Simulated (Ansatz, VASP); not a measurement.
**As in VASP and in Ansatz**

Contents of POSCAR:

```
As
1.0
    3.5749013640      0.0000000000      0.0000000000
   -1.7874506820      3.0959553972      0.0000000000
    0.0000000000      0.0000000000     26.4156438000
As
2
Direct
    0.3333333333      0.6666666667      0.3206195636
    0.6666666667      0.3333333333      0.3724478490
```

INCAR.step1

```
SYSTEM = As
PREC = Accurate
ENCUT = 520
EDIFF = 1E-5
ISMEAR = 0
SIGMA = 0.01
LREAL = .FALSE.
LASPH = .TRUE.
NELM = 80
ALGO = Normal
ISIF = 2
LWAVE = .TRUE.
LCHARG = .FALSE.
LDIPOL = .TRUE.
IDIPOL = 3
DIPOL = 0.5 0.5 0.347
NBANDS = 12
GGA = PE
```

The input INCAR.step2:

```
SYSTEM = As
PREC = Accurate
ENCUT = 520
EDIFF = 1E-7
ISMEAR = 0
SIGMA = 0.01
LREAL = .FALSE.
LASPH = .TRUE.
NELM = 80
ALGO = Normal
ISIF = 2
LWAVE = .FALSE.
LCHARG = .FALSE.
LDIPOL = .TRUE.
IDIPOL = 3
DIPOL = 0.5 0.5 0.347
GGA = PE
LHFCALC = .TRUE.
AEXX = 0.25
PRECFOCK = Normal
NBANDS = 12
ISTART = 1
```

The input KPOINTS:

```
regular mesh
0
G
  6 6 1
  0 0 0
```

Input for Ansatz:

```yaml
crystal:
  lattice:
    - [3.574901364, 0.0, 0.0]
    - [-1.787450682, 3.0959553972, 0.0]
    - [0.0, 0.0, 26.4156438]
  atoms:
    - { symbol: As, position: [0.3333333333, 0.6666666667, 0.3206195636] }
    - { symbol: As, position: [0.6666666667, 0.3333333333, 0.372447849] }
  periodic: [true, true, false]
kpoints:
  mp_grid: { grid: [6, 6, 1] }
  band_path:
    path:
      - [0.0, 0.0, 0.0]
      - [0.5, 0.0, 0.0]
      - [0.3333333333, 0.3333333333, 0.0]
      - [0.0, 0.3125, 0.0]
    npoints: 1
hamiltonian:
  xc: pbe0
scf:
  occupations: { method: fixed }
  n_extra_bands: 4
output:
  forces: true
  stress: true
  eigenvalues: true
  write_density: true
  write_potential: true
  elf: true
  volumetric_format: npy
```

Alike in both runs: task single point; functional PBE0; k mesh 6 × 6 × 1; no spin polarisation.

|  | VASP | Ansatz |
| --- | --- | --- |
| version | VASP 6.6.1 | Ansatz 0.2.0 |
| potentials or method | VASP PAW PBE potentials, release 64 (As) | plane waves, PAW |
| plane-wave cutoff (eV) | 520 | 420 |
| occupations | gaussian, width 0.01 eV | fixed |
| valence electrons in the cell | 10 | 30 |

Ansatz gave:

```
gap on the k mesh at the Fermi level (eV) : 2.95
rms of the force components (eV/Å)        : 0.062
```

Question: Which values does VASP return?

Answer: gap on the k mesh at the Fermi level (eV): 2.99; rms of the force components (eV/Å): 0.057.

Atom by atom the forces differ by 0.005 eV/Å (rms over components). VASP's potentials hold 10 valence electrons a cell and Ansatz's 30, so a difference there can come from the potentials and not from the codes. Ansatz's warnings: stress exchange threshold loose, stress scf threshold loose.
